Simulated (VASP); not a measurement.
# SrCd (Pm-3m) in VASP: a series of runs

Runs on SrCd. Level: LDA. Tasks: elastic constants, vibrations by perturbation theory.

All numbers are computed with VASP 6.6.1; they aren't measurements. Logs are shortened: lines on timing, memory, paths and dates and some standing lists are left out, and cuts for length are marked.

**1. The cell of the first run**

The structure is cubic, space group Pm-3m (No. 221). Conventional cell: a = 3.908 Å, b = 3.908 Å, c = 3.908 Å, α = 90.00°, β = 90.00°, γ = 90.00°. Sr (site symmetry m-3m) has 8 Cd at 3.38 Å and 6 Sr at 3.91 Å within 4.4 Å. Within 4.4 Å of Cd (site symmetry m-3m) lie 8 Sr at 3.38 Å and 6 Cd at 3.91 Å.

**2. Elastic constants, LDA**

File INCAR:

```
SYSTEM = SrCd
ALGO = Normal
EDIFF = 1E-8
ENCUT = 600
GGA = CA
IBRION = 6
ISIF = 3
ISMEAR = -1
LASPH = .TRUE.
LCHARG = .FALSE.
LREAL = .FALSE.
LWAVE = .FALSE.
NELM = 80
NFREE = 2
NSW = 1
POTIM = 0.015
PREC = Accurate
SIGMA = 0.15
```

File KPOINTS:

```
k-points
0
G
  10 10 10
  0 0 0
```

File POSCAR:

```
SrCd
1.0
    3.9076396752      0.0000000000      0.0000000000
    0.0000000000      3.9076396752      0.0000000000
    0.0000000000      0.0000000000      3.9076396752
Sr Cd
1 1
Direct
    0.5000000000      0.5000000000      0.5000000000
    0.0000000000      0.0000000000      0.0000000000
```

Potentials or basis: VASP PAW LDA potentials, release 64 (Sr_sv, Cd).

Run with:

```sh
$ cat potpaw_LDA.64/Sr_sv/POTCAR potpaw_LDA.64/Cd/POTCAR > POTCAR
$ mpirun -np 1 vasp_std > vasp.out
```

OUTCAR:

```text
SYSTEM = SrCd
   EDIFF = 1E-8
   ENCUT = 600
   GGA = CA
   IBRION = 6
   ISIF = 3
   ISMEAR = -1
   LASPH = .TRUE.
   LREAL = .FALSE.
   NELM = 80
   NFREE = 2
   NSW = 1
   POTIM = 0.015
   PREC = Accurate

 ion  position               nearest neighbor table
   1  0.500  0.500  0.500-   2 3.38   2 3.38   2 3.38   2 3.38   2 3.38   2 3.38   2 3.38   2 3.38

   2  0.000  0.000  0.000-   1 3.38   1 3.38   1 3.38   1 3.38   1 3.38   1 3.38   1 3.38   1 3.38

  LATTYP: Found a simple cubic cell.
 ALAT       =     3.9076396752

  Lattice vectors:

 A1 = (   3.9076396752,   0.0000000000,   0.0000000000)
 A2 = (   0.0000000000,   3.9076396752,   0.0000000000)
 A3 = (   0.0000000000,   0.0000000000,   3.9076396752)

Analysis of symmetry for initial positions (statically):
=====================================================================
 Subroutine PRICEL returns:
 Original cell was already a primitive cell.

 Routine SETGRP: Setting up the symmetry group for a
 simple cubic supercell.

 Subroutine GETGRP returns: Found 48 space group operations
 (whereof 48 operations were pure point group operations)
 out of a pool of 48 trial point group operations.

The static configuration has the point symmetry O_h .

Analysis of symmetry for dynamics (positions and initial velocities):
=====================================================================
 Subroutine PRICEL returns:
 Original cell was already a primitive cell.

 Routine SETGRP: Setting up the symmetry group for a
 simple cubic supercell.

 Subroutine GETGRP returns: Found 48 space group operations
 (whereof 48 operations were pure point group operations)
 out of a pool of 48 trial point group operations.

The dynamic configuration has the point symmetry O_h .

 Subroutine INISYM returns: Found 48 space group operations
 (whereof 48 operations are pure point group operations),
 and found     1 'primitive' translations

----------------------------------------------------------------------------------------

                                     Primitive cell

  volume of cell :      59.6683

  direct lattice vectors                    reciprocal lattice vectors
     3.907639675  0.000000000  0.000000000     0.255908959  0.000000000  0.000000000
     0.000000000  3.907639675  0.000000000     0.000000000  0.255908959  0.000000000
     0.000000000  0.000000000  3.907639675     0.000000000  0.000000000  0.255908959

  length of vectors
     3.907639675  3.907639675  3.907639675     0.255908959  0.255908959  0.255908959

  position of ions in fractional coordinates (direct lattice)
     0.500000000  0.500000000  0.500000000
     0.000000000  0.000000000  0.000000000

  ion indices of the primitive-cell ions
   primitive index   ion index
                 1           1
                 2           2

----------------------------------------------------------------------------------------

 KPOINTS: k-points

Automatic generation of k-mesh.
 Grid dimensions read from file:
 generate k-points for:   10   10   10

 Generating k-lattice:

  Cartesian coordinates                     Fractional coordinates (reciprocal lattice)
[... 113 lines left out ...]
  FORCE on cell =-STRESS in cart. coord.  units (eV):
  Direction    XX          YY          ZZ          XY          YZ          ZX
  --------------------------------------------------------------------------------------
  -------------------------------------------------------------------------------------
  Total        0.0397698      0.0397698      0.0397698      0.0000000      0.0000000      0.0000000
  in kB        1.0678760      1.0678760      1.0678760      0.0000000      0.0000000      0.0000000
  external PRESSURE =       1.0678760 kB  Pullay stress =       0.0000000 kB
[... 89 lines left out ...]
  FREE ENERGIE OF THE ION-ELECTRON SYSTEM (eV)
  ---------------------------------------------------
  free  energy   TOTEN  =        -4.1593036972 eV

  energy  without entropy=       -4.0638994420  energy(sigma->0) =       -4.11160157

[... ionic steps 4 to 14 ...]

--------------------------------------- Ionic step       15  -------------------------------------------

 number of electron      21.9999997 magnetization

------------------------ aborting loop because EDIFF is reached ----------------------------------------
[... 67 lines left out ...]
--------------------------------------- Ionic step       17  -------------------------------------------

 number of electron      21.9999999 magnetization

 Free energy of the ion-electron system (eV)
  ---------------------------------------------------
  ext. energy  EPLUGINS =         0.00000000
  ---------------------------------------------------
  free energy    TOTEN  =        -4.16178611 eV

  energy without entropy =       -4.06544425  energy(sigma->0) =       -4.11361518

 E-fermi :   2.4140     XC(G=0):  -9.7452

 val. band max:        2.3832574035   @ k =   0.4000   0.3000   0.3000
 cond. band min:       2.4955957973   @ k =   0.5000   0.5000   0.0000
 fundamental gap:      0.1123383937
 Fermi energy:         2.4139707352

 k-point     1 :       0.0000    0.0000    0.0000
  band No.  band energies     occupation
      1     -33.0137      2.00000
      2     -15.0493      2.00000
      3     -15.0493      2.00000
      4     -15.0493      2.00000
      5      -6.3145      2.00000
      6      -6.3145      2.00000
      7      -6.1267      2.00000
      8      -6.1266      2.00000
      9      -6.1266      2.00000
     10      -3.6456      2.00000
     11       3.7303      0.00031
     12       3.7309      0.00031
     13       6.6777      0.00000
     14       6.6777      0.00000
[... 401 lines left out ...]
      2     -15.2441      2.00000
      3     -15.0611      2.00000
      4     -15.0589      2.00000
      5      -6.2633      2.00000
      6      -6.1702      2.00000
      7      -6.1618      2.00000
      8      -6.1547      2.00000
      9      -6.1288      2.00000
     10      -2.3527      2.00000
     11       1.9219      1.92750
     12       3.8465      0.00014
     13       4.8425      0.00000
     14       4.9921      0.00000
     15       7.1097      0.00000

 [... further k-points ...]

------------------------ aborting loop because EDIFF is reached ----------------------------------------

  FORCE on cell =-STRESS in cart. coord.  units (eV):
  Direction    XX          YY          ZZ          XY          YZ          ZX
  --------------------------------------------------------------------------------------
  -------------------------------------------------------------------------------------
  Total        0.0399179      0.0409928      0.0409928      0.0000000      0.0000000      0.0000000
  in kB        1.0718522      1.1007142      1.1007142      0.0000000      0.0000000      0.0000000
  external PRESSURE =       1.0910935 kB  Pullay stress =       0.0000000 kB
[... 17 lines left out ...]
  FREE ENERGIE OF THE ION-ELECTRON SYSTEM (eV)
  ---------------------------------------------------
  free  energy   TOTEN  =        -4.1617861089 eV

  energy  without entropy=       -4.0654442536  energy(sigma->0) =       -4.11361518

 INTERNAL STRAIN TENSORS FROM STRAINED CELLS
 ============================================

 INTERNAL STRAIN TENSOR FOR ION    1 for displacements in x,y,z  (eV/Angst):
          X           Y           Z          XY          YZ          ZX
  --------------------------------------------------------------------------------
  x     0.00000     0.00000     0.00000     0.00000     0.00000     0.00000
  y     0.00000     0.00000     0.00000     0.00000     0.00000     0.00000
  z     0.00000     0.00000     0.00000     0.00000     0.00000     0.00000

 INTERNAL STRAIN TENSORS FROM DISPLACED ATOMS
 ============================================

 INTERNAL STRAIN TENSOR FOR ION    1 for displacements in x,y,z  (eV/Angst):
          X           Y           Z          XY          YZ          ZX
  --------------------------------------------------------------------------------
  x     0.00000     0.00000     0.00000     0.00000     0.00000     0.00000
  y     0.00000     0.00000     0.00000     0.00000     0.00000     0.00000
  z     0.00000     0.00000     0.00000     0.00000     0.00000     0.00000

 INTERNAL STRAIN TENSOR FOR ION    2 for displacements in x,y,z  (eV/Angst):
          X           Y           Z          XY          YZ          ZX
  --------------------------------------------------------------------------------
  x     0.00000     0.00000     0.00000     0.00000     0.00000     0.00000
  y     0.00000     0.00000     0.00000     0.00000     0.00000     0.00000
  z     0.00000     0.00000     0.00000     0.00000     0.00000     0.00000

 Eigenvectors and eigenvalues of the dynamical matrix
 ----------------------------------------------------

   1 f  =    3.348583 THz    21.039769 2PiTHz  111.696711 cm-1    13.848621 meV
             X         Y         Z           dx          dy          dz
      1.953820  1.953820  1.953820     0.750435    0.000000   -0.000000
      0.000000  0.000000  0.000000    -0.660944    0.000000    0.000000
[... 21 lines left out ...]
   6 f/i=    0.004000 THz     0.025133 2PiTHz    0.133426 cm-1     0.016543 meV
             X         Y         Z           dx          dy          dz
      1.953820  1.953820  1.953820    -0.418101   -0.510942   -0.031249
      0.000000  0.000000  0.000000    -0.474712   -0.580123   -0.035480

--------------------------------------------------------------------------------------------------------

 ELASTIC MODULI CONTR FROM IONIC RELAXATION (kBar)
 Direction    XX          YY          ZZ          XY          YZ          ZX
 --------------------------------------------------------------------------------
 XX           0.0000      0.0000      0.0000      0.0000      0.0000      0.0000
 YY           0.0000      0.0000      0.0000      0.0000      0.0000      0.0000
 ZZ           0.0000      0.0000      0.0000      0.0000      0.0000      0.0000
 XY           0.0000      0.0000      0.0000      0.0000      0.0000      0.0000
 YZ           0.0000      0.0000      0.0000      0.0000      0.0000      0.0000
 ZX           0.0000      0.0000      0.0000      0.0000      0.0000      0.0000
 --------------------------------------------------------------------------------

 TOTAL ELASTIC MODULI (kBar)
 Direction    XX          YY          ZZ          XY          YZ          ZX
 --------------------------------------------------------------------------------
 XX         498.7447    240.1918    240.1918     -0.0000      0.0000      0.0000
 YY         240.1918    498.7447    240.1918      0.0000      0.0000      0.0000
 ZZ         240.1918    240.1918    498.7447      0.0000     -0.0000     -0.0000
 XY          -0.0000      0.0000      0.0000    259.6154      0.0000      0.0000
 YZ           0.0000      0.0000     -0.0000      0.0000    259.6154      0.0000
 ZX           0.0000      0.0000     -0.0000      0.0000      0.0000    259.6154
 --------------------------------------------------------------------------------
```

Run time: 42 min. Hardware: 1 thread of Intel Xeon 8259CL, shared host; peak memory 0.65 GiB.

What came out:

- Elastic constants C11, C12, C44: 50, 24, 26 GPa
- Voigt bulk modulus: 33 GPa
- Highest phonon frequency at Γ: 112 cm⁻¹

Phonon frequencies in cm⁻¹ (negative: imaginary):
```tsv
q point	frequencies
(0.000, 0.000, 0.000)	0 0 0 112 112 112
```

Elastic tensor in Voigt notation (GPa, in the Cartesian axes of the cell as first typed):
```
50 24 24  0  0  0
24 50 24  0  0  0
24 24 50  0  0  0
 0  0  0 26  0  0
 0  0  0  0 26  0
 0  0  0  0  0 26
```

Clamped-ion elastic tensor (GPa):
```
50 24 24  0  0  0
24 50 24  0  0  0
24 24 50  0  0  0
 0  0  0 26  0  0
 0  0  0  0 26  0
 0  0  0  0  0 26
```

**3. Vibrations by perturbation theory, LDA**

File INCAR:

```
ALGO = Normal
EDIFF = 1E-8
ENCUT = 520
IBRION = 8
ISIF = 2
ISMEAR = -1
LASPH = True
LCHARG = False
LREAL = False
LWAVE = False
NELM = 60
NSW = 1
PREC = Accurate
SIGMA = 0.15
```

File KPOINTS:

```
k-points
0
Gamma
  10 10 10
```

POSCAR is that of step 2.

Potentials or basis: VASP PAW LDA potentials, release 64 (Sr_sv, Cd).

Run with:

```sh
$ cat potpaw_LDA.64/Sr_sv/POTCAR potpaw_LDA.64/Cd/POTCAR > POTCAR
$ mpirun -np 1 vasp_std > vasp.out
```

OUTCAR:

```text
EDIFF = 1E-8
   ENCUT = 520
   IBRION = 8
   ISIF = 2
   ISMEAR = -1
   LASPH = True
   LREAL = False
   NELM = 60
   NSW = 1
   PREC = Accurate

 ion  position               nearest neighbor table
   1  0.500  0.500  0.500-   2 3.38   2 3.38   2 3.38   2 3.38   2 3.38   2 3.38   2 3.38   2 3.38

   2  0.000  0.000  0.000-   1 3.38   1 3.38   1 3.38   1 3.38   1 3.38   1 3.38   1 3.38   1 3.38

  LATTYP: Found a simple cubic cell.
 ALAT       =     3.9076396752

  Lattice vectors:
[... 688 lines left out ...]
               1X          1Y          1Z          2X          2Y          2Z
  1X    -2.263828    0.000000    0.000000    2.263828   -0.000000    0.000000
  1Y     0.000000   -2.263828    0.000000   -0.000000    2.263828   -0.000000
  1Z    -0.000000   -0.000000   -2.263828    0.000000    0.000000    2.263828
  2X     2.310329   -0.000000    0.000000   -2.310329    0.000000   -0.000000
  2Y    -0.000000    2.310329    0.000000    0.000000   -2.310329   -0.000000
  2Z    -0.000000    0.000000    2.310329    0.000000   -0.000000   -2.310329

 Eigenvectors and eigenvalues of the dynamical matrix
 ----------------------------------------------------

   1 f  =    3.367175 THz    21.156585 2PiTHz  112.316870 cm-1    13.925511 meV
             X         Y         Z           dx          dy          dz
      1.953820  1.953820  1.953820     0.000000    0.746293   -0.000000
      0.000000  0.000000  0.000000     0.000000   -0.665617    0.000000
[... 21 lines left out ...]
   6 f/i=    0.017004 THz     0.106842 2PiTHz    0.567204 cm-1     0.070324 meV
             X         Y         Z           dx          dy          dz
      1.953820  1.953820  1.953820     0.000000   -0.000000   -0.665617
      0.000000  0.000000  0.000000     0.000000    0.000000   -0.746293

--------------------------------------------------------------------------------------------------------

 ELASTIC MODULI CONTR FROM IONIC RELAXATION (kBar)
 Direction    XX          YY          ZZ          XY          YZ          ZX
 --------------------------------------------------------------------------------
 XX           0.0000      0.0000      0.0000      0.0000      0.0000      0.0000
 YY           0.0000      0.0000      0.0000      0.0000      0.0000      0.0000
 ZZ           0.0000      0.0000      0.0000      0.0000      0.0000      0.0000
 XY           0.0000      0.0000      0.0000      0.0000      0.0000      0.0000
 YZ           0.0000      0.0000      0.0000      0.0000      0.0000      0.0000
 ZX           0.0000      0.0000      0.0000      0.0000      0.0000      0.0000
 --------------------------------------------------------------------------------
```

stdout:

```text
POSCAR found type information on POSCAR SrCd
 POSCAR found :  2 types and       2 ions
 scaLAPACK will be used
 LDA part: xc-table for (Slater(with rela. corr.)+CA(PZ))
 , standard interpolation
 POSCAR, INCAR and KPOINTS ok, starting setup
 FFT: planning ... GRIDC
 FFT: planning ... GRID_SOFT
 FFT: planning ... GRID
 WAVECAR not read
 entering main loop
 Linear response reoptimize wavefunctions to high precision
 Linear response DOF=           2
 Linear response progress:
 first order change of Fermi-energy  -0.12104E-04
 force on displaced ion       1 direction 1 :  -2.264   0.000   0.000
 Linear response progress:
 first order change of Fermi-energy  -0.12913E-03
 force on displaced ion       2 direction 1 :  -2.310  -0.000   0.000
 Linear response finished
```

It took 13 min on 1 thread of Oxide Virtual Turin-like, shared host; peak memory 0.38 GiB.

Results:

| Quantity | Value |
| --- | --- |
| Highest phonon frequency at Γ | 112 cm⁻¹ |

Phonon frequencies in cm⁻¹ (negative: imaginary):
```
              q point           frequencies
(0.000, 0.000, 0.000)  -1 -1 -1 112 112 112
```
